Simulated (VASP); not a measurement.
Al:

```xyz
1
Lattice="-1.6458 1.8157 1.6175 1.6458 -1.8157 1.6175 1.4194 1.5892 -1.6175" Properties=species:S:1:pos:R:3 pbc="T T T"
Al    0.0000    0.0000    0.0000
```

Base run:

| Quantity | Value |
| --- | --- |
| Program | VASP 6.6.1 |
| Functional | PBE |
| Dispersion | D3(BJ) |
| Potentials or basis | VASP PAW PBE potentials, release 64 (Al) |
| Cutoff | 520 eV |
| k mesh | 20 × 20 × 20 |
| Occupations | gaussian, width 0.15 eV |
| Spin | no spin polarisation |

Its results: pressure -1.2 GPa.

The run is repeated on the same cell with these changes: dispersion from D3(BJ) to none; further incar settings from ALGO = Fast; EDIFF = 1e-07; NBANDS = 8 to ALGO = Fast; EDIFF = 1e-06; NBANDS = 8. What comes out?

Pressure 2.0 GPa.

Caveats: pairwise dispersion overbinds metals, which lowers pressure and volume (some runs).
